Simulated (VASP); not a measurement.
**Ru: single point with PBE**

Crystal: Ru.

```
Ru
1.0
    -1.56620    1.56620    1.56620
     1.56620   -1.56620    1.56620
     1.56620    1.56620   -1.56620
Ru
1
Direct
  0.00000 0.00000 0.00000
```

This cell differs from its parent crystal: Mo replaced by Ru, lengths x 0.969, strained.

```
Program                : VASP 6.6.1
Task                   : single point
Functional             : PBE
Potentials or basis    : VASP PAW PBE potentials, release 64 (Ru_pv)
Cutoff                 : 520 eV
k mesh                 : 8 × 8 × 8
Occupations            : gaussian, width 0.1 eV
Spin                   : no spin polarisation
Dipole correction      : no
Further INCAR settings : ALGO = Fast; EDIFF = 1e-06; NBANDS = 13
```

```yaml
Pressure: -18.2 GPa
Band_gap_on_the_k_mesh: zero (band 7 reaches 12.39 eV, above the bottom of band 8 at 9.77 eV)
```

Levels at points of the mesh, in eV from the Fermi level:
```tsv
k point	band 3	band 4	band 5	band 6	band 7	band 8	band 9	band 10	band 11	band 12
(0.00, 0.00, 0.00)	-42.56	-7.43	-2.48	-2.48	-2.48	-0.11	-0.11	10.64	16.99	16.99
(0.50, 0.00, 0.00)	-42.56	-5.47	-4.00	-0.15	0.26	1.11	2.02	9.04	10.64	13.43
(0.50, 0.50, 0.50)	-43.07	-5.46	-5.46	1.50	1.50	1.50	8.76	8.76	8.76	10.64
```

Run time: 5.3 s on 1 thread of Intel Xeon 6975P-C, on a shared host, peak memory 0.12 GiB.

Caveat: the cell differs from its parent crystal (Mo replaced by Ru, lengths x 0.969, strained).
